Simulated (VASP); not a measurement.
The system is CuAu.

```xyz
2
Lattice="3.0391 0.0000 0.0000 0.0000 3.0391 0.0000 0.0000 0.0000 3.2360" Properties=species:S:1:pos:R:3 pbc="T T T"
Cu    1.5196    1.5196    1.6180
Au    0.0000    0.0000    0.0000
```

* Program: VASP 6.6.1
* Task: relaxation of cell and atoms
* Functional: PBE
* Potentials or basis: VASP PAW PBE potentials, release 64 (Cu, Au)
* Cutoff: 600 eV
* k mesh: 18 × 18 × 18
* Occupations: gaussian, width 0.1 eV
* Spin: no spin polarisation

At the start: pressure 0.5 GPa; volume 14.94 Å³/atom.

Problem. Where does the relaxation end?

Solution. Over 15 steps the energy falls by 6.9 meV/atom and the volume is 14.99 Å³/atom (+0.3 %); space group P4/mmm (No. 123, to 0.05 Å).

Step by step:
```
step  energy change (eV)  largest force (eV/Å)  pressure (GPa)  volume (Å³)
   1              0.0000                0.0000            0.49        29.89
   2             -0.0002                0.0000           -0.34        30.09
   3             -0.0002                0.0000           -0.13        30.01
   4             -0.0004                0.0000           -0.09        30.02
   5             -0.0009                0.0000           -0.09        30.03
   6             -0.0022                0.0000           -0.17        30.04
   7             -0.0053                0.0000           -0.21        30.06
   8             -0.0102                0.0000           -0.11        30.04
   9             -0.0046                0.0000            1.42        29.77
  10             -0.0128                0.0000            0.11        29.99
  11             -0.0129                0.0000            0.59        29.90
  12             -0.0138                0.0000            0.31        29.95
  13             -0.0138                0.0000            0.23        29.94
  14             -0.0082                0.0000           -2.45        30.60
  15             -0.0138                0.0000            0.13        29.99
```

Final structure:
```
CELL_PARAMETERS angstrom
2.86669 0.00000 0.00000
0.00000 2.86669 0.00000
0.00000 0.00000 3.64888
ATOMIC_POSITIONS crystal
Cu 0.50000 0.50000 0.50000
Au 0.00000 0.00000 0.00000
```
